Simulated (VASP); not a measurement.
# Ca32HO32 (a cell with a defect) in VASP: further runs, part 2 of 2

VASP 6.6.1. Earlier steps stand in the parts before.

### 4 Single point, PBEsol

Input file INCAR:

```
PREC     = Accurate       # precision mode
ENCUT    = 520            # plane-wave cutoff, eV
EDIFF    = 1E-6           # SCF threshold, eV
ISMEAR   = -1             # smearing method
SIGMA    = 0.05           # smearing width, eV
LREAL    = Auto         
LASPH    = True           # aspherical terms in the spheres
NELM     = 80             # most SCF steps
ALGO     = Normal         # electronic algorithm
ISIF     = 2              # what is computed and relaxed
LWAVE    = False          # write WAVECAR
LCHARG   = False          # write CHGCAR
GGA      = PS             # functional
NELECT   = 514.0        
ISYM     = 0            
NBANDS   = 294            # bands
```

Input file KPOINTS:

```
Automatic mesh
0
Gamma
  1 1 1
  0.25 0.25 0.25
```

Input file POSCAR:

```
Ca32HO32
1.0
    9.5352000000      0.0000000000      0.0000000000
    0.0000000000      9.5352000000      0.0000000000
    0.0000000000      0.0000000000      9.5352000000
O Ca H
32 32 1
Direct
    0.2495510000      0.9981900000      0.9978080000
    0.2499690000      0.0011080000      0.4999420000
    0.2500420000      0.5002690000      0.0007810000
    0.2361670000      0.5138720000      0.5135950000
    0.7502060000      0.0002460000      0.9998580000
    0.7522710000      0.9981690000      0.5004210000
    0.7522470000      0.5007440000      0.9977440000
    0.7492070000      0.5001840000      0.4999670000
    0.9977180000      0.2498960000      0.9977800000
    0.0005990000      0.2503310000      0.4998710000
    0.9998250000      0.7506850000      0.9998420000
    0.9976770000      0.7526780000      0.5003590000
    0.4999110000      0.2503580000      0.0006840000
    0.5135490000      0.2365400000      0.5135290000
    0.5003950000      0.7526770000      0.9977020000
    0.4999340000      0.7496420000      0.4999690000
    0.9977580000      0.9982030000      0.2495690000
    0.9997800000      0.0002130000      0.7501320000
    0.0006820000      0.5002850000      0.2500660000
    0.9976750000      0.5007710000      0.7521740000
    0.4999320000      0.0011660000      0.2500240000
    0.5004120000      0.9981480000      0.7522260000
    0.5136330000      0.5139120000      0.2361560000
    0.4999430000      0.5001880000      0.7491700000
    0.2363570000      0.2366580000      0.2363860000
    0.2501420000      0.2503530000      0.7491740000
    0.2500000000      0.7496190000      0.2500830000
    0.2495970000      0.7526590000      0.7522540000
    0.7492030000      0.2503800000      0.2501890000
    0.7522450000      0.2498900000      0.7522480000
    0.7522960000      0.7526420000      0.2496780000
    0.7501830000      0.7506000000      0.7501740000
    0.0001410000      0.0005110000      0.0001280000
    0.0007300000      0.0010400000      0.4995550000
    0.0006470000      0.4998650000      0.0007210000
    0.9990990000      0.5011880000      0.5008060000
    0.4995250000      0.0010750000      0.0007000000
    0.5007630000      0.9994280000      0.5008460000
    0.5008620000      0.5011730000      0.9991120000
    0.4967890000      0.4972440000      0.4968110000
    0.2491560000      0.2495810000      0.9992110000
    0.2532100000      0.2536260000      0.4967520000
    0.2504600000      0.7496590000      0.0006610000
    0.2491290000      0.7511030000      0.5008310000
    0.7493420000      0.2508330000      0.0006620000
    0.7507270000      0.2494660000      0.5008200000
    0.7498880000      0.7502420000      0.0001230000
    0.7492640000      0.7496850000      0.4995140000
    0.2492310000      0.9995580000      0.2491700000
    0.2504820000      0.0010400000      0.7493170000
    0.2532380000      0.4971810000      0.2532220000
    0.2490570000      0.5012110000      0.7507810000
    0.7492490000      0.0010580000      0.2504880000
    0.7498670000      0.0005060000      0.7498660000
    0.7507620000      0.5012060000      0.2491180000
    0.7493360000      0.4998800000      0.7493080000
    0.9992100000      0.2495200000      0.2492140000
    0.0006550000      0.2508500000      0.7493030000
    0.0006360000      0.7497100000      0.2504910000
    0.0001160000      0.7502250000      0.7498680000
    0.4966940000      0.2536710000      0.2532510000
    0.5008090000      0.2495070000      0.7507670000
    0.5008640000      0.7511420000      0.2490660000
    0.4995140000      0.7496490000      0.7493590000
    0.3750320000      0.3755600000      0.3752230000
```

Potentials or basis: VASP PAW PBE potentials, release 64 (O, Ca_sv, H).

Command:

```sh
cat potpaw_PBE.64/O/POTCAR potpaw_PBE.64/Ca_sv/POTCAR potpaw_PBE.64/H/POTCAR > POTCAR
mpirun -np 1 vasp_std > vasp.out
```

OUTCAR:

```text
PREC = Accurate
   ENCUT = 520
   EDIFF = 1E-6
   ISMEAR = -1
   LREAL = Auto
   LASPH = True
   NELM = 80
   ISIF = 2
   GGA = PS
   NELECT = 514.0
   ISYM = 0

 ion  position               nearest neighbor table
   1  0.250  0.998  0.998-  50 2.37  43 2.37  33 2.38  37 2.38  49 2.40  41 2.40
   2  0.250  0.001  0.500-  34 2.38  50 2.38  44 2.38  49 2.39  38 2.39  42 2.41
   3  0.250  0.500  0.001-  43 2.38  35 2.38  52 2.38  41 2.39  39 2.39  51 2.41
   4  0.236  0.514  0.514-  36 2.27  52 2.27  44 2.27  42 2.49  51 2.49  40 2.50
   5  0.750  0.000  1.000-  33 2.38  54 2.38  47 2.38  45 2.39  53 2.39  37 2.39
   6  0.752  0.998  0.500-  34 2.37  48 2.37  54 2.38  53 2.38  46 2.40  38 2.40
[... 43 lines left out ...]
  50  0.250  0.001  0.749-  28 2.37   1 2.37  26 2.38   2 2.38  22 2.38  18 2.39
  51  0.253  0.497  0.253-  65 2.01  27 2.41   3 2.41  19 2.41   4 2.49  23 2.49  25 2.49
  52  0.249  0.501  0.751-   4 2.27   3 2.38  26 2.39  24 2.39  20 2.40  28 2.40
  53  0.749  0.001  0.250-  31 2.37  17 2.37  21 2.38  29 2.38   6 2.38   5 2.39
  54  0.750  0.001  0.750-  30 2.38   6 2.38  22 2.38  32 2.38  18 2.38   5 2.38
  55  0.751  0.501  0.249-  23 2.27  19 2.38  29 2.39   8 2.39   7 2.40  31 2.40
[... 271 lines left out ...]
      2     -34.9251      2.00000
      3     -34.9233      2.00000
      4     -34.9206      2.00000
      5     -34.8942      2.00000
      6     -34.8904      2.00000
[... 1077 lines left out ...]
    268       7.8175      0.00000
    269       7.8188      0.00000
 [bands above 269 left out]

------------------------ aborting loop because EDIFF is reached ----------------------------------------

  FORCE on cell =-STRESS in cart. coord.  units (eV):
  Direction    XX          YY          ZZ          XY          YZ          ZX
  --------------------------------------------------------------------------------------
  -------------------------------------------------------------------------------------
  Total       14.3491425     14.3277708     14.3352447     -0.0010511     -0.0005769     -0.0125529
  in kB       26.5183873     26.4788908     26.4927032     -0.0019425     -0.0010662     -0.0231988
  external PRESSURE =      26.4966604 kB  Pullay stress =       0.0000000 kB

 VOLUME and BASIS-vectors are now :
 -----------------------------------------------------------------------------
  energy-cutoff  :      520.00
  volume of cell :      866.94
      direct lattice vectors                 reciprocal lattice vectors
     9.535200000  0.000000000  0.000000000     0.104874570  0.000000000  0.000000000
     0.000000000  9.535200000  0.000000000     0.000000000  0.104874570  0.000000000
     0.000000000  0.000000000  9.535200000     0.000000000  0.000000000  0.104874570

 POSITION                                       TOTAL-FORCE (eV/Angst)
 -----------------------------------------------------------------------------------
      2.37952      9.51794      9.51430         0.016849      0.009569      0.010403
      2.38350      0.01057      4.76705         0.022318      0.012928     -0.015513
      2.38420      4.77016      0.00745         0.014463     -0.012666      0.012568
      2.25190      4.89987      4.89723         0.034956     -0.016577     -0.023159
      7.15336      0.00235      9.53385        -0.013562      0.004770      0.007805
      7.17305      9.51774      4.77161        -0.021010      0.006923     -0.012800
[... 57 lines left out ...]
      4.76297      7.14805      7.14529         0.009177      0.013441      0.005612
      3.57601      3.58104      3.57783        -0.001650     -0.004838     -0.012406
 -----------------------------------------------------------------------------------
    total drift:                                0.000542     -0.005337     -0.000718

  FREE ENERGIE OF THE ION-ELECTRON SYSTEM (eV)
  ---------------------------------------------------
  free  energy   TOTEN  =      -425.8664393397 eV

  energy  without entropy=     -425.8664393396  energy(sigma->0) =     -425.86643934
```

OSZICAR:

```text
N       E                     dE             d eps       ncg     rms          rms(c)
DAV:   1     0.657970338096E+04    0.65797E+04   -0.26199E+05  2352   0.181E+03
DAV:   2     0.261463245001E+03   -0.63182E+04   -0.61816E+04  2648   0.560E+02
DAV:   3    -0.432688310244E+03   -0.69415E+03   -0.68474E+03  2944   0.169E+02
DAV:   4    -0.472664562747E+03   -0.39976E+02   -0.39890E+02  3072   0.389E+01
DAV:   5    -0.475757457624E+03   -0.30929E+01   -0.30908E+01  4040   0.875E+00    0.462E+01
DAV:   6    -0.425886187342E+03    0.49871E+02   -0.34726E+02  3048   0.350E+01    0.199E+01
DAV:   7    -0.426297941810E+03   -0.41175E+00   -0.40743E+01  2920   0.115E+01    0.100E+01
DAV:   8    -0.425897532004E+03    0.40041E+00   -0.42198E+00  2872   0.434E+00    0.265E+00
DAV:   9    -0.425847288724E+03    0.50243E-01   -0.13123E+00  3312   0.198E+00    0.798E-01
DAV:  10    -0.425862422723E+03   -0.15134E-01   -0.15749E-01  3392   0.680E-01    0.328E-01
DAV:  11    -0.425867209585E+03   -0.47869E-02   -0.34892E-02  3520   0.295E-01    0.312E-01
DAV:  12    -0.425866498742E+03    0.71084E-03   -0.20634E-02  2784   0.253E-01    0.124E-01
DAV:  13    -0.425866500253E+03   -0.15113E-05   -0.46503E-03  3184   0.116E-01    0.653E-02
DAV:  14    -0.425866431198E+03    0.69055E-04   -0.64928E-04  2840   0.501E-02    0.116E-02
DAV:  15    -0.425866441521E+03   -0.10322E-04   -0.11233E-04  2896   0.185E-02    0.137E-02
DAV:  16    -0.425866439009E+03    0.25114E-05   -0.38055E-05  2472   0.118E-02    0.409E-03
DAV:  17    -0.425866440194E+03   -0.11843E-05   -0.10806E-05  2152   0.591E-03    0.636E-03
DAV:  18    -0.425866439340E+03    0.85386E-06   -0.49413E-06  1944   0.396E-03
   1 F= -.42586644E+03 E0= -.42586644E+03  d E =-.878156E-10
```

stdout:

```text
POSCAR found type information on POSCAR O CaH
 POSCAR found :  3 types and      65 ions
 scaLAPACK will be used
 -----------------------------------------------------------------------------
|                                                                             |
|                                                                             |
|     You enforced a specific xc type in the INCAR file but a different       |
|     I HOPE YOU KNOW WHAT YOU ARE DOING!                                     |
|                                                                             |
 -----------------------------------------------------------------------------

 LDA part: xc-table for (Slater+PW92), standard interpolation
 POSCAR, INCAR and KPOINTS ok, starting setup
 FFT: planning ... GRIDC
 FFT: planning ... GRID_SOFT
 FFT: planning ... GRID
 WAVECAR not read
 entering main loop
 the old and the new charge density differ
 old charge density:   513.00000 new  513.99998
    0.462E+01
```

It took 57 min on 1 thread of AMD EPYC 7R43 (Zen 3), shared host; peak memory 1.1 GiB.

Results:

| Quantity | Value |
| --- | --- |
| Free energy | -425.8664 eV |
| Largest force | 0.060 eV/Å |

Forces in eV/Å, atoms in the order of the input:
```
O    0.017  0.010  0.010
O    0.022  0.013 -0.016
O    0.014 -0.013  0.013
O    0.035 -0.017 -0.023
O   -0.014  0.005  0.008
O   -0.021  0.007 -0.013
O   -0.016 -0.007  0.016
O   -0.021 -0.006 -0.018
O    0.020  0.023  0.013
O    0.026  0.024 -0.010
O    0.009 -0.025  0.007
O    0.020 -0.025 -0.008
O   -0.016  0.023  0.020
O   -0.029  0.036 -0.024
O   -0.011 -0.023  0.019
O   -0.020 -0.027 -0.021
O    0.015  0.009  0.013
O    0.014  0.008 -0.005
O    0.020 -0.014  0.012
O    0.021 -0.010 -0.009
O   -0.018  0.010  0.018
O   -0.014  0.009 -0.014
O   -0.031 -0.019  0.038
O   -0.019 -0.007 -0.015
O    0.034  0.039  0.030
O    0.008  0.024 -0.012
O    0.024 -0.023  0.015
O    0.012 -0.025 -0.018
O   -0.018  0.022  0.005
O   -0.017  0.019 -0.015
O   -0.025 -0.022  0.006
O   -0.012 -0.018 -0.008
Ca  -0.009 -0.006 -0.006
Ca  -0.014 -0.004  0.003
Ca  -0.006  0.008 -0.007
Ca  -0.031  0.004  0.004
Ca   0.007 -0.003 -0.010
Ca   0.011 -0.016  0.006
Ca   0.004  0.003 -0.029
Ca   0.016  0.004  0.015
Ca  -0.007 -0.015 -0.030
Ca  -0.013 -0.017  0.013
Ca  -0.009  0.014 -0.004
Ca  -0.011  0.033  0.006
Ca   0.004 -0.012 -0.003
Ca   0.029 -0.010  0.006
Ca   0.010  0.015 -0.009
Ca   0.014  0.012  0.010
Ca  -0.015 -0.028 -0.008
Ca  -0.009 -0.003  0.008
Ca  -0.016  0.008 -0.011
Ca  -0.002  0.002  0.026
Ca   0.015 -0.001 -0.005
Ca   0.009 -0.007  0.007
Ca   0.032  0.000 -0.002
Ca   0.005  0.004  0.005
Ca  -0.034 -0.012 -0.007
Ca  -0.007 -0.014  0.004
Ca  -0.005  0.013 -0.007
Ca  -0.011  0.016  0.007
Ca   0.016 -0.017 -0.010
Ca   0.009 -0.011  0.025
Ca   0.004  0.031 -0.004
Ca   0.009  0.013  0.006
H   -0.002 -0.005 -0.012
```

Caveat: the cell carries a net charge on a neutralising background, which shifts energy and pressure; the cell is charged against a uniform background, so pressure and absolute levels hang on convention; the PAW data sets were made with another functional, which shifts forces and pressure a little.
